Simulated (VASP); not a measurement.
# SrO (P6_3/mmc) in VASP: settings compared, part 2 of 2

VASP 6.6.1. Earlier steps stand in the parts before.

### Step 3. Single point, PBEsol

Input file INCAR:

```
PREC = Accurate ; ENCUT = 520
EDIFF = 1E-6 ; ISMEAR = -1
SIGMA = 0.05 ; LREAL = F
LASPH = T ; NELM = 100
ALGO = Normal ; ISIF = 2
LWAVE = F ; LCHARG = F
GGA = PS ; NBANDS = 24
```

Input file KPOINTS:

```
regular mesh
0
Gamma
  9 9 5
```

Input file POSCAR:

```
SrO
1.0
    3.6229780985      0.0000000000      0.0000000000
   -1.8114890493      3.1375910707      0.0000000000
    0.0000000000      0.0000000000      6.3392428589
Sr O
2 2
Direct
    0.6666666667      0.3333333333      0.7500000000
    0.3333333333      0.6666666667      0.2500000000
    0.0000000000      0.0000000000      0.5000000000
    0.0000000000      0.0000000000      0.0000000000
```

Potentials or basis: VASP PAW PBE potentials, release 64 (Sr_sv, O).

On the command line:

```
cat potpaw_PBE.64/Sr_sv/POTCAR potpaw_PBE.64/O/POTCAR > POTCAR
mpirun -np 1 vasp_std > vasp.out
```

OUTCAR:

```text
PREC = Accurate
   ENCUT = 520
   EDIFF = 1E-6
   ISMEAR = -1
   LREAL = F
   LASPH = T
   NELM = 100
   ISIF = 2
   GGA = PS

 ion  position               nearest neighbor table
   1  0.667  0.333  0.750-   3 2.62   4 2.62   3 2.62   4 2.62   3 2.62   4 2.62   2 3.80   2 3.80
                             2 3.80   2 3.80   2 3.80   2 3.80
   2  0.333  0.667  0.250-   3 2.62   4 2.62   3 2.62   4 2.62   3 2.62   4 2.62   1 3.80   1 3.80
                             1 3.80   1 3.80   1 3.80   1 3.80
   3  0.000  0.000  0.500-   1 2.62   2 2.62   1 2.62   2 2.62   1 2.62   2 2.62
   4  0.000  0.000  0.000-   1 2.62   2 2.62   1 2.62   2 2.62   1 2.62   2 2.62

  LATTYP: Found a hexagonal cell.
 ALAT       =     3.6229780985
 C/A-ratio  =     1.7497325920

  Lattice vectors:

 A1 = (   3.6229780985,   0.0000000000,   0.0000000000)
 A2 = (  -1.8114890493,   3.1375910707,   0.0000000000)
 A3 = (   0.0000000000,   0.0000000000,   6.3392428589)

Analysis of symmetry for initial positions (statically):
=====================================================================
 Subroutine PRICEL returns:
 Original cell was already a primitive cell.

 Routine SETGRP: Setting up the symmetry group for a
 hexagonal supercell.

 Subroutine GETGRP returns: Found 24 space group operations
 (whereof 12 operations were pure point group operations)
 out of a pool of 24 trial point group operations.

The static configuration has the point symmetry D_3d.
 The point group associated with its full space group is D_6h.

Analysis of symmetry for dynamics (positions and initial velocities):
=====================================================================
 Subroutine PRICEL returns:
 Original cell was already a primitive cell.

 Routine SETGRP: Setting up the symmetry group for a
 hexagonal supercell.

 Subroutine GETGRP returns: Found 24 space group operations
 (whereof 12 operations were pure point group operations)
 out of a pool of 24 trial point group operations.

The dynamic configuration has the point symmetry D_3d.
 The point group associated with its full space group is D_6h.

 Subroutine INISYM returns: Found 24 space group operations
 (whereof 12 operations are pure point group operations),
 and found     1 'primitive' translations

----------------------------------------------------------------------------------------

                                     Primitive cell

  volume of cell :      72.0609

  direct lattice vectors                    reciprocal lattice vectors
     3.622978098  0.000000000  0.000000000     0.276016021  0.159357924  0.000000000
    -1.811489049  3.137591071  0.000000000     0.000000000  0.318715848  0.000000000
     0.000000000  0.000000000  6.339242859     0.000000000  0.000000000  0.157747545

  length of vectors
     3.622978098  3.622978099  6.339242859     0.318715848  0.318715848  0.157747545

  position of ions in fractional coordinates (direct lattice)
     0.666666667  0.333333333  0.750000000
     0.333333333  0.666666667  0.250000000
     0.000000000  0.000000000  0.500000000
     0.000000000  0.000000000  0.000000000

  ion indices of the primitive-cell ions
   primitive index   ion index
                 1           1
                 2           2
                 3           3
                 4           4

[... 29 lines left out ...]
  0.111111 -0.000000  0.000000      6.000000
  0.222222 -0.000000  0.000000      6.000000
  0.333333 -0.000000  0.000000      6.000000
  0.444444 -0.000000  0.000000      6.000000
  0.111111  0.111111  0.000000      6.000000
[... 16 lines left out ...]
  0.333333  0.222222  0.200000     24.000000
  0.333333  0.333333  0.200000      4.000000
 [... further k-points ...]
   k-points           NKPTS =     36   k-points in BZ     NKDIM =     36   number of bands    NBANDS=     24
   number of dos      NEDOS =    301   number of ions     NIONS =      4
   total plane-waves  NPLWV =  37632
   dimension x,y,z NGX =    28 NGY =   28 NGZ =   48
   dimension x,y,z NGXF=    56 NGYF=   56 NGZF=   96
   ions per type =               2   2
   NGX,Y,Z   is equivalent  to a cutoff of  12.85, 12.85, 12.59 a.u.
   NGXF,Y,Z  is equivalent  to a cutoff of  25.70, 25.70, 25.18 a.u.
 SYSTEM =  unknown system
   PREC   = accura    normal or accurate (medium, high low for compatibility)
   ISTART =      0    job   : 0-new  1-cont  2-samecut
   ICHARG =      2    charge: 1-file 2-atom 10-const
   ISPIN  =      1    spin polarized calculation?
   LNONCOLLINEAR =      F non collinear calculations
   LSORBIT =      F    spin-orbit coupling
   LASPH  =      T    aspherical Exc in radial PAW
   ENCUT  =  520.0 eV  38.22 Ry    6.18 a.u.   6.74  6.74 11.79*2*pi/ulx,y,z
   NELM   =    100;   NELMIN=  2; NELMDL= -5     # of ELM steps
   EDIFF  = 0.1E-05   stopping-criterion for ELM
   LREAL  =      F    real-space projection
   EDIFFG = 0.1E-04   stopping-criterion for IOM
   NSW    =      0    number of steps for IOM
   IBRION =     -1    ionic relax: 0-MD 1-quasi-New 2-CG
   NFREE  =      0    steps in history (QN), initial steepest desc. (CG)
   ISIF   =      2    stress and relaxation
   ISYM   =      2    0-nonsym 1-usesym 2-fastsym
   POTIM  = 0.5000    time-step for ionic-motion
   TEBEG  =    0.0;   TEEND  =   0.0 temperature during run
   PSTRESS=    0.0 pullay stress
   NELECT =      32.0000    total number of electrons
   NUPDOWN=      -1.0000    fix difference up-down
   EMIN   =  10.00;   EMAX   =-10.00  energy-range for DOS
   EFERMI =   0.00;   METHOD = LEGACY
   ISMEAR =    -1;   SIGMA  =   0.05  broadening in eV -4-tet -1-fermi 0-gaus
   EFERMI_NEDOS =   21; number of points for ismear=-14 and -15
   IALGO  =     38    algorithm
   IMIX   =      4    mixing-type and parameters
     AMIX     =   0.40;   BMIX     =  1.00
     AMIX_MAG =   1.60;   BMIX_MAG =  1.00
  volume/ion in A,a.u.               =      18.02       121.57
  Fermi-wavevector in a.u.,A,eV,Ry     =   1.248988  2.360246 21.224702  1.559972
  Thomas-Fermi vector in A             =   2.383050
   LORBIT       =      0    0 simple, 1 ext, 2 COOP (PROOUT), +10 PAW based schemes
   GGA     = PS    functional components
   LHFCALC =     F    Hartree Fock is set to
   AEXX    =    0.0000 exact exchange contribution
   IVDW    =     0    specifies the selected vdW correction
   LEPSILON=     F    determine dielectric tensor
   LRPA    =     F    only Hartree local field effects (RPA)
 non-spin polarized calculation
  energy-cutoff  :      520.00
  volume of cell :       72.06
 maximum number of plane-waves:      1961
 NGX is ok and might be reduce to    28
   NGX = 13   NGY = 13   NGZ = 23

 number of electron      31.9999989 magnetization

 Free energy of the ion-electron system (eV)
  ---------------------------------------------------
  ext. energy  EPLUGINS =         0.00000000
  ---------------------------------------------------
  free energy    TOTEN  =       -24.84728678 eV

  energy without entropy =      -24.84728678  energy(sigma->0) =      -24.84728678

 E-fermi :   2.7374     XC(G=0):  -9.9901

 val. band max:        1.7351302183   @ k =   0.0000   0.0000   0.0000
 cond. band min:       4.3464275162   @ k =   0.0000   0.0000   0.0000
 fundamental gap:      2.6112972979
 Fermi energy:         2.7374227475

 k-point     1 :       0.0000    0.0000    0.0000
  band No.  band energies     occupation
      1     -31.2688      2.00000
      2     -31.1845      2.00000
      3     -15.0897      2.00000
      4     -13.6103      2.00000
      5     -13.0122      2.00000
      6     -13.0122      2.00000
[... 637 lines left out ...]
     23      10.9252      0.00000
     24      10.9256      0.00000

 [... further k-points ...]

------------------------ aborting loop because EDIFF is reached ----------------------------------------

  FORCE on cell =-STRESS in cart. coord.  units (eV):
  Direction    XX          YY          ZZ          XY          YZ          ZX
  --------------------------------------------------------------------------------------
  -------------------------------------------------------------------------------------
  Total       -2.5199400     -2.5199400     -3.0980570      0.0000000      0.0000000      0.0000000
  in kB      -56.0275119    -56.0275119    -68.8811745      0.0000000      0.0000000      0.0000000
  external PRESSURE =     -60.3120661 kB  Pullay stress =       0.0000000 kB

 VOLUME and BASIS-vectors are now :
 -----------------------------------------------------------------------------
  energy-cutoff  :      520.00
  volume of cell :       72.06
      direct lattice vectors                 reciprocal lattice vectors
     3.622978098  0.000000000  0.000000000     0.276016021  0.159357924  0.000000000
    -1.811489049  3.137591071  0.000000000     0.000000000  0.318715848  0.000000000
     0.000000000  0.000000000  6.339242859     0.000000000  0.000000000  0.157747545

 POSITION                                       TOTAL-FORCE (eV/Angst)
 -----------------------------------------------------------------------------------
      1.81149      1.04586      4.75443        -0.000000      0.000000      0.000000
     -0.00000      2.09173      1.58481         0.000000     -0.000000      0.000000
      0.00000      0.00000      3.16962         0.000000     -0.000000      0.000000
      0.00000      0.00000      0.00000         0.000000     -0.000000      0.000000
 -----------------------------------------------------------------------------------
    total drift:                               -0.000000      0.000000     -0.000000

  FREE ENERGIE OF THE ION-ELECTRON SYSTEM (eV)
  ---------------------------------------------------
  free  energy   TOTEN  =       -24.8472867798 eV

  energy  without entropy=      -24.8472867797  energy(sigma->0) =      -24.84728678
```

OSZICAR:

```text
N       E                     dE             d eps       ncg     rms          rms(c)
DAV:   1     0.173881489395E+03    0.17388E+03   -0.16110E+04  1728   0.126E+03
DAV:   2    -0.180905891487E+02   -0.19197E+03   -0.18051E+03  2480   0.281E+02
DAV:   3    -0.287858845326E+02   -0.10695E+02   -0.10624E+02  2656   0.586E+01
DAV:   4    -0.290412046860E+02   -0.25532E+00   -0.25522E+00  2368   0.726E+00
DAV:   5    -0.290430225315E+02   -0.18178E-02   -0.18178E-02  2376   0.742E-01    0.212E+01
DAV:   6    -0.251504737662E+02    0.38925E+01   -0.17600E+01  1880   0.226E+01    0.253E+01
DAV:   7    -0.249619271687E+02    0.18855E+00   -0.14615E+00  2480   0.651E+00    0.167E+01
DAV:   8    -0.248590260650E+02    0.10290E+00   -0.66239E-01  1808   0.528E+00    0.170E+00
DAV:   9    -0.248452881573E+02    0.13738E-01   -0.52063E-02  2688   0.158E+00    0.527E-01
DAV:  10    -0.248469049055E+02   -0.16167E-02   -0.64706E-03  2248   0.420E-01    0.196E-01
DAV:  11    -0.248472380797E+02   -0.33317E-03   -0.99824E-04  2056   0.175E-01    0.293E-02
DAV:  12    -0.248472890799E+02   -0.51000E-04   -0.10832E-04  2384   0.546E-02    0.419E-02
DAV:  13    -0.248472865049E+02    0.25750E-05   -0.11796E-05  2056   0.242E-02    0.677E-03
DAV:  14    -0.248472867798E+02   -0.27484E-06   -0.17178E-06  1984   0.760E-03
   1 F= -.24847287E+02 E0= -.24847287E+02  d E =-.391442E-10
```

stdout:

```text
POSCAR found type information on POSCAR SrO
 POSCAR found :  2 types and       4 ions
 scaLAPACK will be used
 -----------------------------------------------------------------------------
|                                                                             |
|                                                                             |
|     You enforced a specific xc type in the INCAR file but a different       |
|     I HOPE YOU KNOW WHAT YOU ARE DOING!                                     |
|                                                                             |
 -----------------------------------------------------------------------------

 LDA part: xc-table for (Slater+PW92), standard interpolation
 POSCAR, INCAR and KPOINTS ok, starting setup
 FFT: planning ... GRIDC
 FFT: planning ... GRID_SOFT
 FFT: planning ... GRID
 WAVECAR not read
 entering main loop
```

Wall time 1.7 min (1 thread of Intel Xeon 8259CL, shared host); peak memory 0.21 GiB.

What came out:

```
Free energy            : -24.8473 eV
Pressure               : -6.0 GPa
Band gap on the k mesh : 2.61 eV
```

Caveat: the cell stands under tension; the PAW data sets were made with another functional, which shifts forces and pressure a little.
